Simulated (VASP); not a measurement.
# SiF in VASP: notebook

The runs below take SiF through single point, with r2SCAN0, PBE.

Program: VASP 6.6.1. These are calculated values, not measurements. Logs are shortened: lines on timing, memory, paths and dates and some standing lists are left out, and cuts for length are marked.

**1. The cell of the first run**

Symmetry: R-3m, No. 166, trigonal system. The conventional cell has a = 2.712 Å, b = 2.712 Å, c = 11.849 Å, α = 90.00°, β = 90.00°, γ = 120.00°. Within 3.3 Å of Si (site symmetry -3m) lie 6 F at 2.52 Å and 6 Si at 2.71 Å. F (site symmetry -3m) has 6 Si at 2.52 Å and 6 F at 2.71 Å within 3.3 Å.

**2. Single point, r2SCAN0**

Contents of POSCAR:

```
SiF
1.0
    1.3562151780      0.7830101136      3.9496094355
   -1.3562151780      0.7830101136      3.9496094355
    0.0000000000     -1.5660202273      3.9496094355
Si F
1 1
Direct
    0.5000000000      0.5000000000      0.5000000000
    0.0000000000      0.0000000000      0.0000000000
```

Contents of INCAR.step1:

```
SYSTEM = SiF
PREC = Accurate
ENCUT = 520
EDIFF = 1E-5
ISMEAR = -1
SIGMA = 0.05
LREAL = .FALSE.
LASPH = .TRUE.
NELM = 80
ALGO = Normal
ISIF = 2
LWAVE = .TRUE.
NBANDS = 12
GGA = PE
```

Contents of INCAR.step2:

```
SYSTEM = SiF
PREC = Accurate
ENCUT = 520
EDIFF = 1E-6
ISMEAR = -1
SIGMA = 0.05
LREAL = .FALSE.
LASPH = .TRUE.
NELM = 80
ALGO = Normal
ISIF = 2
LWAVE = .FALSE.
LCHARG = .TRUE.
METAGGA = R2SCAN
LHFCALC = .TRUE.
AEXX = 0.25
LMIXTAU = .TRUE.
PRECFOCK = Normal
LELF = .TRUE.
LVHAR = .TRUE.
NBANDS = 12
ISTART = 1
```

Contents of KPOINTS:

```
Automatic mesh
0
G
  6 6 6
  0 0 0
```

Potentials or basis: VASP PAW PBE potentials, release 64 (Si, F).

Run with:

```console
cat potpaw_PBE.64/Si/POTCAR potpaw_PBE.64/F/POTCAR > POTCAR
cp INCAR.step1 INCAR
mpirun -np 1 vasp_std > vasp.out
cp INCAR.step2 INCAR
mpirun -np 1 vasp_std > vasp.out
```

OUTCAR:

```text
SYSTEM = SiF
   PREC = Accurate
   ENCUT = 520
   EDIFF = 1E-6
   ISMEAR = -1
   LREAL = .FALSE.
   LASPH = .TRUE.
   NELM = 80
   ISIF = 2
   METAGGA = R2SCAN
   LHFCALC = .TRUE.
   AEXX = 0.25
   PRECFOCK = Normal
   ISTART = 1

 ion  position               nearest neighbor table
   1  0.500  0.500  0.500-   2 2.52   2 2.52   2 2.52   2 2.52   2 2.52   2 2.52
   2  0.000  0.000  0.000-   1 2.52   1 2.52   1 2.52   1 2.52   1 2.52   1 2.52

  LATTYP: Found a trigonal (rhomboedric) cell.
 ALAT       =     4.2487455961
 COS(alpha) =     0.7962180369

  Lattice vectors:

 A1 = (   1.3562151780,   0.7830101136,   3.9496094355)
 A2 = (  -1.3562151780,   0.7830101136,   3.9496094355)
 A3 = (   0.0000000000,  -1.5660202273,   3.9496094355)

Analysis of symmetry for initial positions (statically):
=====================================================================
 Subroutine PRICEL returns:
 Original cell was already a primitive cell.

 Routine SETGRP: Setting up the symmetry group for a
 trigonal (rhombohedral) supercell.

 Subroutine GETGRP returns: Found 12 space group operations
 (whereof 12 operations were pure point group operations)
 out of a pool of 12 trial point group operations.

The static configuration has the point symmetry D_3d.

Analysis of symmetry for dynamics (positions and initial velocities):
=====================================================================
 Subroutine PRICEL returns:
 Original cell was already a primitive cell.

 Routine SETGRP: Setting up the symmetry group for a
 trigonal (rhombohedral) supercell.

 Subroutine GETGRP returns: Found 12 space group operations
 (whereof 12 operations were pure point group operations)
 out of a pool of 12 trial point group operations.

The dynamic configuration has the point symmetry D_3d.

 Subroutine INISYM returns: Found 12 space group operations
 (whereof 12 operations are pure point group operations),
 and found     1 'primitive' translations

----------------------------------------------------------------------------------------

                                     Primitive cell

  volume of cell :      25.1653

  direct lattice vectors                    reciprocal lattice vectors
     1.356215178  0.783010114  3.949609436     0.368673060  0.212853785  0.084396531
    -1.356215178  0.783010114  3.949609436    -0.368673060  0.212853785  0.084396531
     0.000000000 -1.566020227  3.949609436     0.000000000 -0.425707571  0.084396531
[... 100 lines left out ...]
   EFERMI_NEDOS =   21; number of points for ismear=-14 and -15
   IALGO  =     38    algorithm
   IMIX   =      1    mixing-type and parameters
     AMIX     =   0.40;   BMIX     =  1.00
     AMIX_MAG =   1.60;   BMIX_MAG =  1.00
  volume/ion in A,a.u.               =      12.58        84.91
  Fermi-wavevector in a.u.,A,eV,Ry     =   1.242430  2.347852 21.002393  1.543632
  Thomas-Fermi vector in A             =   2.376785
   LORBIT       =      0    0 simple, 1 ext, 2 COOP (PROOUT), +10 PAW based schemes
   METAGGA = R2SCAN    functional components
   LHFCALC =     T    Hartree Fock is set to
   PRECFOCK=normal    Normal, Fast or Accurate (Low or Medium for compatibility)
   ENCUT4O =  -1.0   cutoff for four orbital integrals eV
   NKREDX  =     1    reduce k-point grid by
   NKREDY  =     1    reduce k-point grid by
   NKREDZ  =     1    reduce k-point grid by
   AEXX    =    0.2500 exact exchange contribution
   HFSCREEN=    0.0000 screening length (either q_TF or 0.3 A-1)
   HFSCREENC=   0.0000 screening length for correlation (either q_TF or 0.3 A-1)
   ENCUTFOCK=  -1.0 apply spherical cutoff to Coloumb kernel
   IVDW    =     0    specifies the selected vdW correction
   LEPSILON=     F    determine dielectric tensor
   LRPA    =     F    only Hartree local field effects (RPA)
 non-spin polarized calculation
  energy-cutoff  :      520.00
  volume of cell :       25.17
 maximum number of plane-waves:       688
  NGX = 24; NGY = 24; NGZ = 24

 number of electron      10.9999996 magnetization

 Free energy of the ion-electron system (eV)
  ---------------------------------------------------
  ext. energy  EPLUGINS =         0.00000000
  ---------------------------------------------------
  free energy    TOTEN  =       -15.21315312 eV

  energy without entropy =      -15.21302952  energy(sigma->0) =      -15.21309132

 E-fermi :   4.8732     XC(G=0):  -8.6562

 val. band max:        4.5349271599   @ k =  -0.3333   0.3333   0.0000
 cond. band min:       5.1653415440   @ k =  -0.1667   0.5000   0.1667
 fundamental gap:      0.6304143841
 Fermi energy:         4.8731807663

 k-point     1 :       0.0000    0.0000    0.0000
  band No.  band energies     occupation
      1     -21.9881      2.00000
      2      -6.8567      2.00000
      3      -2.8952      2.00000
      4       0.8307      2.00000
      5       0.8307      2.00000
      6      10.4262      0.00000
      7      15.2736      0.00000
      8      18.4805      0.00000
      9      18.4805      0.00000
     10      20.5885      0.00000
     11      20.5885      0.00000
     12      26.1718      0.00000
[... 331 lines left out ...]
 k-point    24 :      -0.3333    0.5000    0.1667
  band No.  band energies     occupation
      1     -21.2482      2.00000
      2      -3.5169      2.00000
      3      -2.2868      2.00000
      4      -0.5425      2.00000
      5       1.3318      2.00000
      6       4.4732      1.99933
      7       9.1642      0.00000
      8      11.6198      0.00000
      9      16.2408      0.00000
     10      20.4334      0.00000
     11      20.8418      0.00000
     12      25.1392      0.00000

 [... further k-points ...]

------------------------ aborting loop because EDIFF is reached ----------------------------------------

  FORCE on cell =-STRESS in cart. coord.  units (eV):
  Direction    XX          YY          ZZ          XY          YZ          ZX
  --------------------------------------------------------------------------------------
  -------------------------------------------------------------------------------------
  Total       -1.1275459     -1.1275428     -1.2289507      0.0000000      0.0000000      0.0000000
  in kB      -71.7866105    -71.7864117    -78.2426692      0.0000000      0.0000000      0.0000000
  external PRESSURE =     -73.9385638 kB  Pullay stress =       0.0000000 kB

 VOLUME and BASIS-vectors are now :
 -----------------------------------------------------------------------------
  energy-cutoff  :      520.00
  volume of cell :       25.17
      direct lattice vectors                 reciprocal lattice vectors
     1.356215178  0.783010114  3.949609436     0.368673060  0.212853785  0.084396531
    -1.356215178  0.783010114  3.949609436    -0.368673060  0.212853785  0.084396531
     0.000000000 -1.566020227  3.949609436     0.000000000 -0.425707571  0.084396531

 POSITION                                       TOTAL-FORCE (eV/Angst)
 -----------------------------------------------------------------------------------
      0.00000     -0.00000      5.92441        -0.000000      0.000000      0.000000
      0.00000      0.00000      0.00000         0.000000     -0.000000     -0.000000
 -----------------------------------------------------------------------------------
    total drift:                                0.000000     -0.000000     -0.000000

  FREE ENERGIE OF THE ION-ELECTRON SYSTEM (eV)
  ---------------------------------------------------
  free  energy   TOTEN  =       -15.2131531152 eV

  energy  without entropy=      -15.2130295224  energy(sigma->0) =      -15.21309132
```

Run time: 38 min. Hardware: 1 thread of Intel Xeon Platinum 8175M at 2.50GHz (Skylake/Cascade Lake), shared host; peak memory 0.19 GiB.

Results:

* Free energy: -15.2132 eV
* Pressure: -7.4 GPa
* Band gap on the k mesh: zero (an odd number of electrons rules out a gap without spin polarisation)

Caveat: the k points lie up to 0.45 Å⁻¹ apart, too coarse for converged energies and pressures of a metal; the PAW data sets were made with another functional, which shifts forces and pressure a little; an odd number of electrons without spin polarisation forces a metal; a magnetic or distorted state may lie lower.

**3. Single point, PBE (12.58 Å³/atom)**

Contents of INCAR:

```
PREC = Accurate ; ENCUT = 520
EDIFF = 1E-6 ; ISMEAR = -1
SIGMA = 0.05 ; LREAL = False
LASPH = True ; NELM = 80
ALGO = Normal ; ISIF = 2
LWAVE = False ; LCHARG = True
GGA = PE ; LELF = True
LVHAR = True ; NBANDS = 12
```

Contents of KPOINTS:

```
regular mesh
0
Gamma
  12 12 12
```

POSCAR is that of step 2.

Potentials or basis: VASP PAW PBE potentials, release 64 (Si, F).

Run with:

```console
cat potpaw_PBE.64/Si/POTCAR potpaw_PBE.64/F/POTCAR > POTCAR
mpirun -np 1 vasp_std > vasp.out
```

Run time: 89 s. Hardware: 1 thread of Intel Xeon 8259CL, shared host; peak memory 0.2 GiB.

The run converged. Its results:

| Property | Result |
| --- | --- |
| Free energy | -8.7851 eV |
| Pressure | -3.2 GPa |
| Band gap on the k mesh | zero (an odd number of electrons rules out a gap without spin polarisation) |

Stress tensor (GPa, compression positive):
```
-2.16  0.00  0.00
 0.00 -2.16  0.00
 0.00  0.00 -5.20
```

Levels at points of the mesh, in eV from the Fermi level:
| k point | band 3 | band 4 | band 5 | band 6 | band 7 | band 8 |
| --- | --- | --- | --- | --- | --- | --- |
| (0.00, 0.00, 0.00) | -6.98 | -3.26 | -3.26 | 3.15 | 7.63 | 10.55 |
| (0.50, 0.00, 0.00) | -5.51 | -4.40 | -3.80 | -2.11 | 2.86 | 5.85 |
| (0.50, 0.50, 0.00) | -6.26 | -5.01 | -3.87 | -1.51 | 5.05 | 6.36 |
| (0.50, 0.50, 0.50) | -3.27 | -3.27 | -3.15 | -0.80 | 10.22 | 10.22 |

Caveat: the cell stands under tension; an odd number of electrons without spin polarisation forces a metal; a magnetic or distorted state may lie lower.

**4. Single point, PBE (atoms moved at random)**

Contents of INCAR:

```
SYSTEM = SiF
PREC = Accurate
ENCUT = 520
EDIFF = 1E-6
ISMEAR = -1
SIGMA = 0.05
LREAL = .False.
LASPH = .True.
NELM = 60
ALGO = Normal
ISIF = 2
LWAVE = .False.
LCHARG = .False.
GGA = PE
NBANDS = 12
```

Contents of KPOINTS:

```
Automatic mesh
0
Gamma
  12 12 12
  0 0 0
```

Contents of POSCAR:

```
SiF
1.0
    1.3386000000      0.7728400000      3.8983100000
   -1.3386000000      0.7728400000      3.8983100000
    0.0000000000     -1.5456800000      3.8983100000
Si F
1 1
Direct
    0.5002550000      0.4945410000      0.5089140000
    0.0016540000      0.0163870000     -0.0155930000
```

Run with:

```console
cat potpaw_PBE.64/Si/POTCAR potpaw_PBE.64/F/POTCAR > POTCAR
mpirun -np 1 vasp_std > vasp.out
```

It took 5 min on 1 thread of Intel Xeon 8259CL, shared host; peak memory 0.36 GiB.

The run converged. Its results:

```
Free energy            : -8.7966 eV
Pressure               : 0.0 GPa
Largest force          : 0.106 eV/Å
Band gap on the k mesh : zero (an odd number of electrons rules out a gap without spin polarisation)
```

Forces on the atoms (eV/Å):
```
Si   0.046 -0.094  0.014
F   -0.046  0.094 -0.014
```

Stress tensor (GPa, compression positive):
```
 0.18  0.01 -0.09
 0.01  0.21 -0.05
-0.09 -0.05 -0.42
```

Levels at points of the mesh, in eV from the Fermi level:
```csv
k point,band 1,band 2,band 3,band 4,band 5,band 6,band 7,band 8,band 9,band 10
"(0.00, 0.00, 0.00)",-24.04,-10.85,-7.35,-3.47,-3.46,3.24,7.65,11.00,11.00,12.77
"(0.50, 0.00, 0.00)",-23.25,-8.03,-5.82,-4.58,-4.04,-2.09,2.89,6.06,8.37,9.96
"(0.00, 0.50, 0.00)",-23.25,-8.02,-5.83,-4.58,-4.04,-2.09,2.89,6.06,8.37,9.97
"(0.00, 0.00, 0.50)",-23.25,-8.02,-5.83,-4.58,-4.04,-2.09,2.89,6.05,8.37,9.97
"(0.50, 0.50, 0.00)",-23.24,-7.57,-6.62,-5.01,-4.11,-1.60,5.21,6.48,6.64,8.33
"(0.50, 0.00, 0.50)",-23.24,-7.57,-6.62,-5.01,-4.11,-1.60,5.21,6.46,6.66,8.33
"(0.00, 0.50, 0.50)",-23.24,-7.57,-6.62,-5.02,-4.11,-1.60,5.22,6.39,6.72,8.33
"(0.50, 0.50, 0.50)",-23.95,-12.47,-3.48,-3.48,-3.28,-0.84,10.64,10.64,12.07,13.16
```

Caveat: the cell differs from its parent crystal (atoms moved at random); an odd number of electrons without spin polarisation forces a metal; a magnetic or distorted state may lie lower.

**5. Overview**

```tsv
level	cell	k mesh	grid for exact exchange (PRECFOCK)	share of exact exchange	gap on the mesh (eV)	pressure (GPa)
r2SCAN0	a = 4.249 Å, angles 37.2°, 2 atoms, atomic positions A	6 × 6 × 6	Normal	0.25	none	-7.4
PBE	a = 4.249 Å, angles 37.2°, 2 atoms, atomic positions A	12 × 12 × 12	-	-	none	-3.2
PBE	a = 4.194 Å, angles 37.2°, 2 atoms, atomic positions B	12 × 12 × 12	-	-	none	0.0
```

Alike in all rows: task single point; potentials or basis VASP PAW PBE potentials, release 64 (Si, F); no spin polarisation; cutoff (eV) 520; smearing fermi-dirac 0.05 eV.

Caveats: some runs use coarse meshes; an odd number of electrons without spin polarisation forces a metal; a magnetic or distorted state may lie lower; the PAW data sets were made with another functional, which shifts forces and pressure a little (at least some runs); the cell stands under tension (at least some runs).

Absolute energies hang on the potentials; compare differences alone.
